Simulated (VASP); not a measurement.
# Hf (Im-3m) in VASP: further runs

Runs on Hf. Level: PBE+D3(BJ). Tasks: single point.

Program: VASP 6.6.1. These are calculated values, not measurements. Logs are shortened: lines on timing, memory, paths and dates and some standing lists are left out, and cuts for length are marked.

**1. The cell of the first run**

It takes space group Im-3m (No. 229, cubic). Conventional cell: a = 3.640 Å, b = 3.640 Å, c = 3.640 Å, α = 90.00°, β = 90.00°, γ = 90.00°. Within 4.1 Å of Hf (site symmetry m-3m) lie 14 Hf at 3.15 to 3.64 Å.

**2. Single point, PBE+D3(BJ)**

Contents of INCAR:

```
SYSTEM = Hf
PREC = Accurate
ENCUT = 520
EDIFF = 1E-6
ISMEAR = 0
SIGMA = 0.1
LREAL = .FALSE.
LASPH = .TRUE.
NELM = 60
ALGO = Normal
ISIF = 2
LWAVE = .FALSE.
LCHARG = .FALSE.
GGA = PE
IVDW = 12
NBANDS = 11
```

Contents of KPOINTS:

```
regular mesh
0
G
  9 9 9
  0 0 0
```

Contents of POSCAR:

```
Hf
1.0
   -1.8199180319      1.8199180319      1.8199180319
    1.8199180319     -1.8199180319      1.8199180319
    1.8199180319      1.8199180319     -1.8199180319
Hf
1
Direct
    0.0000000000      0.0000000000      0.0000000000
```

Potentials or basis: VASP PAW PBE potentials, release 64 (Hf_pv).

Started as:

```sh
> cat potpaw_PBE.64/Hf_pv/POTCAR > POTCAR
> mpirun -np 1 vasp_std > vasp.out
```

OUTCAR:

```text
SYSTEM = Hf
   PREC = Accurate
   ENCUT = 520
   EDIFF = 1E-6
   ISMEAR = 0
   LREAL = .FALSE.
   LASPH = .TRUE.
   NELM = 60
   ISIF = 2
   GGA = PE
   IVDW = 12
 IVDW          = 12

 ion  position               nearest neighbor table
   1  0.000  0.000  0.000-

  LATTYP: Found a body centered cubic cell.
 ALAT       =     3.6398360638

  Lattice vectors:

 A1 = (  -1.8199180319,   1.8199180319,   1.8199180319)
 A2 = (   1.8199180319,  -1.8199180319,   1.8199180319)
 A3 = (   1.8199180319,   1.8199180319,  -1.8199180319)

Analysis of symmetry for initial positions (statically):
=====================================================================
 Subroutine PRICEL returns:
 Original cell was already a primitive cell.

 Routine SETGRP: Setting up the symmetry group for a
 body centered cubic supercell.

 Subroutine GETGRP returns: Found 48 space group operations
 (whereof 48 operations were pure point group operations)
 out of a pool of 48 trial point group operations.

The static configuration has the point symmetry O_h .

Analysis of symmetry for dynamics (positions and initial velocities):
=====================================================================
 Subroutine PRICEL returns:
 Original cell was already a primitive cell.

 Routine SETGRP: Setting up the symmetry group for a
 body centered cubic supercell.

 Subroutine GETGRP returns: Found 48 space group operations
 (whereof 48 operations were pure point group operations)
 out of a pool of 48 trial point group operations.

The dynamic configuration has the point symmetry O_h .

 Subroutine INISYM returns: Found 48 space group operations
 (whereof 48 operations are pure point group operations),
 and found     1 'primitive' translations

----------------------------------------------------------------------------------------

                                     Primitive cell

  volume of cell :      24.1110

  direct lattice vectors                    reciprocal lattice vectors
    -1.819918032  1.819918032  1.819918032     0.000000000  0.274737648  0.274737648
     1.819918032 -1.819918032  1.819918032     0.274737648  0.000000000  0.274737648
     1.819918032  1.819918032 -1.819918032     0.274737648  0.274737648  0.000000000

  length of vectors
     3.152190497  3.152190497  3.152190497     0.388537708  0.388537708  0.388537708

  position of ions in fractional coordinates (direct lattice)
     0.000000000  0.000000000  0.000000000

  ion indices of the primitive-cell ions
   primitive index   ion index
                 1           1

----------------------------------------------------------------------------------------
[... 82 lines left out ...]
   NUPDOWN=      -1.0000    fix difference up-down
   EMIN   =  10.00;   EMAX   =-10.00  energy-range for DOS
   EFERMI =   0.00;   METHOD = LEGACY
   ISMEAR =     0;   SIGMA  =   0.10  broadening in eV -4-tet -1-fermi 0-gaus
   EFERMI_NEDOS =   21; number of points for ismear=-14 and -15
   IALGO  =     38    algorithm
   IMIX   =      4    mixing-type and parameters
     AMIX     =   0.40;   BMIX     =  1.00
     AMIX_MAG =   1.60;   BMIX_MAG =  1.00
  volume/ion in A,a.u.               =      24.11       162.71
  Fermi-wavevector in a.u.,A,eV,Ry     =   1.220871  2.307111 20.279828  1.490525
  Thomas-Fermi vector in A             =   2.356073
   LORBIT       =      0    0 simple, 1 ext, 2 COOP (PROOUT), +10 PAW based schemes
   GGA     = PE    functional components
   LHFCALC =     F    Hartree Fock is set to
   AEXX    =    0.0000 exact exchange contribution
   IVDW    =    12    specifies the selected vdW correction
   LEPSILON=     F    determine dielectric tensor
   LRPA    =     F    only Hartree local field effects (RPA)
 non-spin polarized calculation
 Gauss-broadening in eV      SIGMA  =   0.10
  energy-cutoff  :      520.00
  volume of cell :       24.11
 maximum number of plane-waves:       664
   NGX = 11   NGY = 11   NGZ = 11

 number of electron      10.0000000 magnetization

 number of electron       9.9999997 magnetization

 Free energy of the ion-electron system (eV)
  ---------------------------------------------------
  ext. energy  EPLUGINS =         0.00000000
  ---------------------------------------------------
  free energy    TOTEN  =        -9.69520217 eV

  energy without entropy =       -9.67973199  energy(sigma->0) =       -9.68746708

 E-fermi :   4.1257     XC(G=0): -10.9498

 val. band max:        4.0828434051   @ k =   0.3333   0.0000   0.0000
 cond. band min:       4.1301460691   @ k =  -0.2222   0.3333   0.1111
 fundamental gap:      0.0473026640
 Fermi energy:         4.1256649524

 k-point     1 :       0.0000    0.0000    0.0000
  band No.  band energies     occupation
      1     -26.0479      2.00000
      2     -26.0479      2.00000
      3     -26.0479      2.00000
      4      -2.7063      2.00000
      5       5.5453      0.00000
      6       5.5453      0.00000
      7       5.5453      0.00000
      8       8.1143      0.00000
      9       8.1143      0.00000
     10      17.0149      0.00000
     11      17.0149      0.00000
[... 309 lines left out ...]
 k-point    24 :      -0.4444   -0.4444    0.1111
  band No.  band energies     occupation
      1     -26.6167      2.00000
      2     -26.3520      2.00000
      3     -26.1493      2.00000
      4       1.9299      2.00000
      5       3.7605      2.00000
      6       4.2023      0.27848
      7       6.8480      0.00000
      8       9.3127      0.00000
      9      11.5853      0.00000
     10      12.4846      0.00000
     11      15.8067      0.00000

 [... further k-points ...]

------------------------ aborting loop because EDIFF is reached ----------------------------------------

 Edisp (eV)   -0.41605

 E8    (eV) :    -0.2228

  FORCE on cell =-STRESS in cart. coord.  units (eV):
  Direction    XX          YY          ZZ          XY          YZ          ZX
  --------------------------------------------------------------------------------------
  -------------------------------------------------------------------------------------
  Total      -1.48743    -1.48743    -1.48743     0.00000     0.00000     0.00000
  in kB     -98.83979   -98.83979   -98.83979     0.00000     0.00000     0.00000
  external pressure =      -98.84 kB  Pullay stress =        0.00 kB

 VOLUME and BASIS-vectors are now :
 -----------------------------------------------------------------------------
  energy-cutoff  :      520.00
  volume of cell :       24.11
      direct lattice vectors                 reciprocal lattice vectors
    -1.819918032  1.819918032  1.819918032     0.000000000  0.274737648  0.274737648
     1.819918032 -1.819918032  1.819918032     0.274737648  0.000000000  0.274737648
     1.819918032  1.819918032 -1.819918032     0.274737648  0.274737648  0.000000000

 POSITION                                       TOTAL-FORCE (eV/Angst)
 -----------------------------------------------------------------------------------
      0.00000      0.00000      0.00000        -0.000000     -0.000000     -0.000000
 -----------------------------------------------------------------------------------
    total drift:                               -0.000000      0.000000      0.000000

  FREE ENERGIE OF THE ION-ELECTRON SYSTEM (eV)
  ---------------------------------------------------
  free  energy   TOTEN  =       -10.1112505488 eV

  energy  without entropy=      -10.0957803654  energy(sigma->0) =      -10.10351546
```

Wall time 14 s (1 thread of Intel Xeon 8259CL, shared host); peak memory 0.12 GiB.

What came out:

* Free energy: -10.1113 eV
* Pressure: -9.9 GPa
* Band gap on the k mesh: zero (band 5 reaches 5.55 eV, above the bottom of band 6 at 3.39 eV)
* Dispersion energy per atom: -0.416 eV

Caveat: spin-orbit coupling is left out, which moves the levels of the heavy elements; pairwise dispersion overbinds metals, which lowers pressure and volume.

**3. Single point, PBE+D3(BJ)**

This run uses another cell than the first one, of 24.70 Å³/atom, 1.024 times its volume.

Contents of INCAR:

```
PREC = Accurate
ENCUT = 520
EDIFF = 1E-6
ISMEAR = 0
SIGMA = 0.1
LREAL = F
LASPH = T
NELM = 80
ALGO = Normal
ISIF = 2
LWAVE = F
LCHARG = T
GGA = PE
IVDW = 12
LELF = T
LVHAR = T
NBANDS = 11
```

Contents of KPOINTS:

```
Automatic mesh
0
Gamma
  9 9 9
```

Contents of POSCAR:

```
Hf
1.0
   -1.8345954241      1.8345954241      1.8345954241
    1.8345954241     -1.8345954241      1.8345954241
    1.8345954241      1.8345954241     -1.8345954241
Hf
1
Direct
    0.0000000000      0.0000000000      0.0000000000
```

Potentials or basis: VASP PAW PBE potentials, release 64 (Hf_pv).

Started as:

```sh
> cat potpaw_PBE.64/Hf_pv/POTCAR > POTCAR
> mpirun -np 1 vasp_std > vasp.out
```

Run time: 15 s. Hardware: 1 thread of Intel Xeon 8259CL, shared host; peak memory 0.12 GiB.

Results (log left out):

- Free energy: -10.0722 eV
- Pressure: -11.4 GPa
- Band gap on the k mesh: zero (band 5 reaches 5.37 eV, above the bottom of band 6 at 3.26 eV)
- Dispersion energy per atom: -0.406 eV

Levels at points of the mesh, in eV from the Fermi level:
```csv
k point,band 2,band 3,band 4,band 5,band 6,band 7,band 8,band 9
"(0.00, 0.00, 0.00)",-30.27,-30.27,-6.75,1.39,1.39,1.39,3.90,3.90
```

Caveat: spin-orbit coupling is left out, which moves the levels of the heavy elements; pairwise dispersion overbinds metals, which lowers pressure and volume.

**4. Single point, PBE+D3(BJ)**

This run uses another cell than the first one, of 25.29 Å³/atom, 1.049 times its volume.

Contents of INCAR:

```
SYSTEM = Hf
  ALGO = Normal
  EDIFF = 1E-6
  ENCUT = 520
  GGA = PE
  ISIF = 2
  ISMEAR = 0
  IVDW = 12
  LASPH = .True.
  LCHARG = .True.
  LELF = .True.
  LREAL = .False.
  LVHAR = .True.
  LWAVE = .False.
  NBANDS = 11
  NELM = 60
  PREC = Accurate
  SIGMA = 0.1
```

Contents of KPOINTS:

```
k-points
0
Gamma
  9 9 9
  0 0 0
```

Contents of POSCAR:

```
Hf
1.0
   -1.8490416521      1.8490416521      1.8490416521
    1.8490416521     -1.8490416521      1.8490416521
    1.8490416521      1.8490416521     -1.8490416521
Hf
1
Direct
    0.0000000000      0.0000000000      0.0000000000
```

Potentials or basis: VASP PAW PBE potentials, release 64 (Hf_pv).

Started as:

```sh
> cat potpaw_PBE.64/Hf_pv/POTCAR > POTCAR
> mpirun -np 1 vasp_std > vasp.out
```

OUTCAR:

```text
SYSTEM = Hf
   EDIFF = 1E-6
   ENCUT = 520
   GGA = PE
   ISIF = 2
   ISMEAR = 0
   IVDW = 12
   LASPH = .True.
   LREAL = .False.
   NELM = 60
   PREC = Accurate
 IVDW          = 12

 ion  position               nearest neighbor table
   1  0.000  0.000  0.000-

  LATTYP: Found a body centered cubic cell.
 ALAT       =     3.6980833042

  Lattice vectors:

 A1 = (  -1.8490416521,   1.8490416521,   1.8490416521)
 A2 = (   1.8490416521,  -1.8490416521,   1.8490416521)
 A3 = (   1.8490416521,   1.8490416521,  -1.8490416521)

[... 514 lines left out ...]

 [... further k-points ...]

------------------------ aborting loop because EDIFF is reached ----------------------------------------

 Edisp (eV)   -0.39576

 E8    (eV) :    -0.2118

  FORCE on cell =-STRESS in cart. coord.  units (eV):
  Direction    XX          YY          ZZ          XY          YZ          ZX
  --------------------------------------------------------------------------------------
  -------------------------------------------------------------------------------------
  Total      -2.02021    -2.02021    -2.02021    -0.00000    -0.00000     0.00000
  in kB    -127.99928  -127.99928  -127.99928    -0.00000    -0.00000     0.00000
  external pressure =     -128.00 kB  Pullay stress =        0.00 kB

 VOLUME and BASIS-vectors are now :
 -----------------------------------------------------------------------------
  energy-cutoff  :      520.00
  volume of cell :       25.29
      direct lattice vectors                 reciprocal lattice vectors
    -1.849041652  1.849041652  1.849041652     0.000000000  0.270410350  0.270410350
     1.849041652 -1.849041652  1.849041652     0.270410350  0.000000000  0.270410350
     1.849041652  1.849041652 -1.849041652     0.270410350  0.270410350  0.000000000

 POSITION                                       TOTAL-FORCE (eV/Angst)
 -----------------------------------------------------------------------------------
      0.00000      0.00000      0.00000        -0.000000     -0.000000      0.000000
 -----------------------------------------------------------------------------------
    total drift:                               -0.000000      0.000000      0.000000

  FREE ENERGIE OF THE ION-ELECTRON SYSTEM (eV)
  ---------------------------------------------------
  free  energy   TOTEN  =       -10.0278063062 eV

  energy  without entropy=      -10.0126760025  energy(sigma->0) =      -10.02024115
```

OSZICAR:

```text
N       E                     dE             d eps       ncg     rms          rms(c)
DAV:   1     0.133181713676E+02    0.13318E+02   -0.57741E+03   770   0.835E+02
DAV:   2    -0.956035741271E+01   -0.22879E+02   -0.22161E+02  1020   0.155E+02
DAV:   3    -0.100745151818E+02   -0.51416E+00   -0.50407E+00   938   0.158E+01
DAV:   4    -0.100769950575E+02   -0.24799E-02   -0.24793E-02   915   0.131E+00
DAV:   5    -0.100770157268E+02   -0.20669E-04   -0.20669E-04   976   0.958E-02    0.433E+01
DAV:   6    -0.974001553226E+01    0.33700E+00   -0.30414E-01   845   0.391E+00    0.251E+01
DAV:   7    -0.963882790387E+01    0.10119E+00   -0.41338E-01   860   0.439E+00    0.120E+00
DAV:   8    -0.963224299595E+01    0.65849E-02   -0.35662E-02   827   0.134E+00    0.123E+00
DAV:   9    -0.963203773443E+01    0.20526E-03   -0.77237E-04   958   0.247E-01    0.735E-02
DAV:  10    -0.963204179693E+01   -0.40625E-05   -0.38751E-05   918   0.482E-02    0.584E-02
DAV:  11    -0.963204410924E+01   -0.23123E-05   -0.29592E-06   973   0.140E-02    0.505E-03
DAV:  12    -0.963204399693E+01    0.11232E-06   -0.39326E-08   496   0.181E-03
   1 F= -.10027806E+02 E0= -.10020241E+02  d E =-.151303E-01
```

Wall time 15 s (1 thread of Intel Xeon 8259CL, shared host); peak memory 0.12 GiB.

What came out:

* Free energy: -10.0278 eV
* Pressure: -12.8 GPa
* Band gap on the k mesh: zero (band 5 reaches 5.19 eV, above the bottom of band 6 at 3.12 eV)
* Dispersion energy per atom: -0.396 eV

Caveat: spin-orbit coupling is left out, which moves the levels of the heavy elements; pairwise dispersion overbinds metals, which lowers pressure and volume.

**5. Single point, PBE+D3(BJ)**

This run uses another cell than the first one, of 25.88 Å³/atom, 1.073 times its volume.

Contents of INCAR:

```
PREC     = Accurate       # precision mode
ENCUT    = 520            # plane-wave cutoff, eV
EDIFF    = 1E-6           # SCF threshold, eV
ISMEAR   = 0              # smearing method
SIGMA    = 0.1            # smearing width, eV
LREAL    = False          # projectors in reciprocal space
LASPH    = True           # aspherical terms in the spheres
NELM     = 80             # most SCF steps
ALGO     = Normal         # electronic algorithm
ISIF     = 2              # what is computed and relaxed
LWAVE    = False          # write WAVECAR
LCHARG   = False          # write CHGCAR
GGA      = PE             # functional
IVDW     = 12             # dispersion correction
NBANDS   = 11             # bands
```

Contents of KPOINTS:

```
Automatic mesh
0
Gamma
  9 9 9
```

Contents of POSCAR:

```
Hf
1.0
   -1.8632656084      1.8632656084      1.8632656084
    1.8632656084     -1.8632656084      1.8632656084
    1.8632656084      1.8632656084     -1.8632656084
Hf
1
Direct
    0.0000000000      0.0000000000      0.0000000000
```

Started as:

```sh
> cat potpaw_PBE.64/Hf_pv/POTCAR > POTCAR
> mpirun -np 1 vasp_std > vasp.out
```

It took 16 s on 1 thread of Intel Xeon 8259CL, shared host; peak memory 0.12 GiB.

The run converged. Its results:

* Free energy: -9.9785 eV
* Pressure: -14.1 GPa
* Band gap on the k mesh: zero (band 5 reaches 5.03 eV, above the bottom of band 6 at 3.00 eV)
* Dispersion energy per atom: -0.386 eV

Levels at points of the mesh, in eV from the Fermi level:
| k point | band 1 | band 2 | band 3 | band 4 | band 5 | band 6 | band 7 | band 8 | band 9 | band 10 |
| --- | --- | --- | --- | --- | --- | --- | --- | --- | --- | --- |
| (0.00, 0.00, 0.00) | -30.46 | -30.46 | -30.46 | -6.59 | 1.35 | 1.35 | 1.35 | 3.73 | 3.73 | 12.57 |

Caveat: spin-orbit coupling is left out, which moves the levels of the heavy elements; pairwise dispersion overbinds metals, which lowers pressure and volume.

**6. The runs side by side**

| cell | gap on the mesh (eV) | pressure (GPa) |
| --- | --- | --- |
| a = 3.152 Å, angles 109.5°, 1 atom | none | -9.9 |
| a = 3.178 Å, angles 109.5°, 1 atom | none | -11.4 |
| a = 3.203 Å, angles 109.5°, 1 atom | none | -12.8 |
| a = 3.227 Å, angles 109.5°, 1 atom | none | -14.1 |

Alike in all rows: task single point; level PBE+D3(BJ); potentials or basis VASP PAW PBE potentials, release 64 (Hf_pv); no spin polarisation; k mesh 9 × 9 × 9; cutoff (eV) 520; smearing gaussian 0.1 eV.

Caveats: spin-orbit coupling is left out, which moves the levels of the heavy elements; pairwise dispersion overbinds metals, which lowers pressure and volume.

Total energies depend on the potentials used, so only differences within one code and one set of settings carry meaning.
